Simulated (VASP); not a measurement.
# MoS2 in VASP: single point with r2SCAN

Aim: the single point of MoS2 with r2SCAN.

All numbers are computed with VASP 6.6.1; they aren't measurements. Logs are shortened: lines on timing, memory, paths and dates and some standing lists are left out, and cuts for length are marked.

**1. The cell of the first run**

The cell holds a slab with vacuum, 9 atoms: a = 3.184 Å, b = 3.185 Å, c = 28.422 Å, α = 91.49°, β = 90.00°, γ = 120.00°.

**2. Single point, r2SCAN (strain -0.0300 x Voigt [0, 0, 0, 1, 0, 0])**

Input file POSCAR:

```
MoS2
1.0
    3.1842713585      0.0000000000      0.0000000000
   -1.5921356792      2.7576598890     -0.0413648983
    0.0000000000     -0.4262822108     28.4188140530
Mo S
3 6
Direct
    0.6666666667      0.3333333333      0.0000000000
    0.3333333333      0.6666666667      0.7714360451
    0.3333333333      0.6666666667      0.2285639549
    0.3333333333      0.6666666667      0.0546374042
    0.6666666667      0.3333333333      0.8260779181
    0.6666666667      0.3333333333      0.2831796040
    0.3333333333      0.6666666667      0.9453625958
    0.6666666667      0.3333333333      0.7168203960
    0.6666666667      0.3333333333      0.1739220819
```

Input file INCAR.step1:

```
PREC     = Accurate       # precision mode
ENCUT    = 520            # plane-wave cutoff, eV
ISMEAR   = 0              # smearing method
SIGMA    = 0.05           # smearing width, eV
LREAL    = False          # projectors in reciprocal space
LASPH    = True           # aspherical terms in the spheres
NELM     = 100            # most SCF steps
NBANDS   = 49             # bands
GGA      = PE             # functional
ALGO     = Normal         # electronic algorithm
EDIFF    = 1E-4           # SCF threshold, eV
LWAVE    = True           # write WAVECAR
LCHARG   = False          # write CHGCAR
```

Input file INCAR.step2:

```
PREC     = Accurate       # precision mode
ENCUT    = 520            # plane-wave cutoff, eV
EDIFF    = 1E-6           # SCF threshold, eV
ISMEAR   = 0              # smearing method
SIGMA    = 0.05           # smearing width, eV
LREAL    = False          # projectors in reciprocal space
LASPH    = True           # aspherical terms in the spheres
NELM     = 100            # most SCF steps
ALGO     = Normal         # electronic algorithm
ISIF     = 2              # what is computed and relaxed
LWAVE    = False          # write WAVECAR
LCHARG   = False          # write CHGCAR
METAGGA  = R2SCAN         # meta-GGA
LMIXTAU  = True         
NBANDS   = 49             # bands
ISTART   = 1
```

Input file KPOINTS:

```
regular mesh
0
Gamma
  12 12 1
```

Potentials or basis: VASP PAW PBE potentials, release 64 (Mo_sv, S).

Started as:

```sh
$ cat potpaw_PBE.64/Mo_sv/POTCAR potpaw_PBE.64/S/POTCAR > POTCAR
$ cp INCAR.step1 INCAR
$ mpirun -np 1 vasp_std > vasp.out
$ cp INCAR.step2 INCAR
$ mpirun -np 1 vasp_std > vasp.out
```

OUTCAR:

```text
PREC = Accurate
   ENCUT = 520
   EDIFF = 1E-6
   ISMEAR = 0
   LREAL = False
   LASPH = True
   NELM = 100
   ISIF = 2
   METAGGA = R2SCAN
   ISTART = 1

 ion  position               nearest neighbor table
   1  0.667  0.333  0.000-   7 2.37   4 2.39   4 2.39   7 2.42   7 2.42   4 2.44
   2  0.333  0.667  0.771-   5 2.37   8 2.39   8 2.39   5 2.42   5 2.42   8 2.44
   3  0.333  0.667  0.229-   6 2.37   9 2.39   9 2.39   6 2.42   6 2.42   9 2.44
   4  0.333  0.667  0.055-   1 2.39   1 2.39   1 2.44
   5  0.667  0.333  0.826-   2 2.37   2 2.42   2 2.42
   6  0.667  0.333  0.283-   3 2.37   3 2.42   3 2.42
   7  0.333  0.667  0.945-   1 2.37   1 2.42   1 2.42
   8  0.667  0.333  0.717-   2 2.39   2 2.39   2 2.44
   9  0.667  0.333  0.174-   3 2.39   3 2.39   3 2.44

  LATTYP: Found a base centered monoclinic cell.
 ALAT       =     5.5159402166
 B/A-ratio  =     0.5772853282
 C/A-ratio  =     5.1527046838
 COS(beta)  =    -0.0299932515

  Lattice vectors:

 A1 = (   1.5921356793,   2.7576598890,  -0.0413648983)
 A2 = (  -1.5921356792,   2.7576598890,  -0.0413648983)
 A3 = (   0.0000000000,  -0.4262822108,  28.4188140530)

Analysis of symmetry for initial positions (statically):
=====================================================================
 Subroutine PRICEL returns:
 Original cell was already a primitive cell.

 Routine SETGRP: Setting up the symmetry group for a
 base centered monoclinic supercell.

 Subroutine GETGRP returns: Found  2 space group operations
 (whereof  2 operations were pure point group operations)
 out of a pool of  4 trial point group operations.

The static configuration has the point symmetry C_1h.

Analysis of symmetry for dynamics (positions and initial velocities):
=====================================================================
 Subroutine PRICEL returns:
 Original cell was already a primitive cell.

 Routine SETGRP: Setting up the symmetry group for a
 base centered monoclinic supercell.

 Subroutine GETGRP returns: Found  2 space group operations
 (whereof  2 operations were pure point group operations)
 out of a pool of  4 trial point group operations.

The dynamic configuration has the point symmetry C_1h.

 Subroutine INISYM returns: Found  2 space group operations
 (whereof  2 operations are pure point group operations),
[... 113 lines left out ...]
   NSW    =      0    number of steps for IOM
   IBRION =     -1    ionic relax: 0-MD 1-quasi-New 2-CG
   NFREE  =      0    steps in history (QN), initial steepest desc. (CG)
   ISIF   =      2    stress and relaxation
   ISYM   =      2    0-nonsym 1-usesym 2-fastsym
   POTIM  = 0.5000    time-step for ionic-motion
   TEBEG  =    0.0;   TEEND  =   0.0 temperature during run
   PSTRESS=    0.0 pullay stress
   NELECT =      78.0000    total number of electrons
   NUPDOWN=      -1.0000    fix difference up-down
   EMIN   =  10.00;   EMAX   =-10.00  energy-range for DOS
   EFERMI =   0.00;   METHOD = LEGACY
   ISMEAR =     0;   SIGMA  =   0.05  broadening in eV -4-tet -1-fermi 0-gaus
   EFERMI_NEDOS =   21; number of points for ismear=-14 and -15
   IALGO  =     38    algorithm
   IMIX   =      4    mixing-type and parameters
     AMIX     =   0.40;   BMIX     =  1.00
     AMIX_MAG =   1.60;   BMIX_MAG =  1.00
  volume/ion in A,a.u.               =      27.72       187.07
  Fermi-wavevector in a.u.,A,eV,Ry     =   1.111101  2.099676 16.796997  1.234544
  Thomas-Fermi vector in A             =   2.247660
   LORBIT       =      0    0 simple, 1 ext, 2 COOP (PROOUT), +10 PAW based schemes
   METAGGA = R2SCAN    functional components
   LHFCALC =     F    Hartree Fock is set to
   AEXX    =    0.0000 exact exchange contribution
   IVDW    =     0    specifies the selected vdW correction
   LEPSILON=     F    determine dielectric tensor
   LRPA    =     F    only Hartree local field effects (RPA)
 non-spin polarized calculation
 Gauss-broadening in eV      SIGMA  =   0.05
  energy-cutoff  :      520.00
  volume of cell :      249.49
 maximum number of plane-waves:      6766
   NGX = 11   NGY = 11   NGZ =105

 number of electron      77.9999997 magnetization

 Free energy of the ion-electron system (eV)
  ---------------------------------------------------
  ext. energy  EPLUGINS =         0.00000000
  ---------------------------------------------------
  free energy    TOTEN  =      -135.02387264 eV

  energy without entropy =     -135.02387264  energy(sigma->0) =     -135.02387264

 E-fermi :   2.9940     XC(G=0):  -7.7618

 val. band max:        2.5943182367   @ k =   0.0000   0.0000   0.0000
 cond. band min:       3.8622174117   @ k =   0.3333   0.3333   0.0000
 fundamental gap:      1.2678991751
 Fermi energy:         2.9940457845

 k-point     1 :       0.0000    0.0000    0.0000
  band No.  band energies     occupation
      1     -60.6856      2.00000
      2     -60.6850      2.00000
      3     -60.6850      2.00000
      4     -34.0990      2.00000
      5     -34.0982      2.00000
      6     -34.0982      2.00000
[... 1237 lines left out ...]
     48       6.0395      0.00000
     49       6.6626      0.00000

 [... further k-points ...]

------------------------ aborting loop because EDIFF is reached ----------------------------------------

  FORCE on cell =-STRESS in cart. coord.  units (eV):
  Direction    XX          YY          ZZ          XY          YZ          ZX
  --------------------------------------------------------------------------------------
  -------------------------------------------------------------------------------------
  Total        0.1662821      0.2685316      0.1811477      0.0000000      4.1623433      0.0000000
  in kB        1.0678178      1.7244358      1.1632802      0.0000000     26.7294166      0.0000000
  external PRESSURE =       1.3185113 kB  Pullay stress =       0.0000000 kB

 VOLUME and BASIS-vectors are now :
 -----------------------------------------------------------------------------
  energy-cutoff  :      520.00
  volume of cell :      249.49
      direct lattice vectors                 reciprocal lattice vectors
     3.184271359  0.000000000  0.000000000     0.314043587  0.181353954  0.002720309
    -1.592135679  2.757659889 -0.041364898     0.000000000  0.362707908  0.005440619
     0.000000000 -0.426282211 28.418814053     0.000000000  0.000527938  0.035195876

 POSITION                                       TOTAL-FORCE (eV/Angst)
 -----------------------------------------------------------------------------------
      1.59214      0.91922     -0.01379         0.000000      0.031961      0.001051
     -0.00000      1.50959     21.89572        -0.000000     -0.032717     -0.001324
     -0.00000      1.74101      6.46794        -0.000000     -0.031355     -0.000772
     -0.00000      1.81515      1.52515         0.000000      0.417351      0.029572
      1.59214      0.56708     23.46237         0.000000      0.451096      0.030428
      1.59214      0.79851      8.03384         0.000000      0.457511      0.031639
     -0.00000      1.43545     26.83851        -0.000000     -0.450655     -0.030701
      1.59214      0.61365     20.35740        -0.000000     -0.425474     -0.030586
      1.59214      0.84508      4.92887        -0.000000     -0.417717     -0.029306
 -----------------------------------------------------------------------------------
    total drift:                                0.000001     -0.000004     -0.000032

  FREE ENERGIE OF THE ION-ELECTRON SYSTEM (eV)
  ---------------------------------------------------
  free  energy   TOTEN  =      -135.0238726370 eV

  energy  without entropy=     -135.0238726370  energy(sigma->0) =     -135.02387264
```

Wall time 43 min (1 thread of Oxide Virtual Turin-like, shared host); peak memory 0.6 GiB.

What came out:

| Item | Value |
| --- | --- |
| Free energy | -135.0239 eV |
| Largest force | 0.459 eV/Å |
| Band gap on the k mesh | 1.27 eV (least direct gap 1.74 eV) |

Forces on the atoms (eV/Å):
```
Mo   0.000  0.032  0.001
Mo   0.000 -0.033 -0.001
Mo   0.000 -0.031 -0.001
S    0.000  0.417  0.030
S    0.000  0.451  0.030
S    0.000  0.458  0.032
S    0.000 -0.451 -0.031
S    0.000 -0.425 -0.031
S    0.000 -0.418 -0.029
```

Caveat: the cell differs from its parent crystal (strain -0.0300 x Voigt [0, 0, 0, 1, 0, 0]); there is no dipole correction, which matters where the two faces differ; the PAW data sets were made with another functional, which shifts forces and pressure a little.
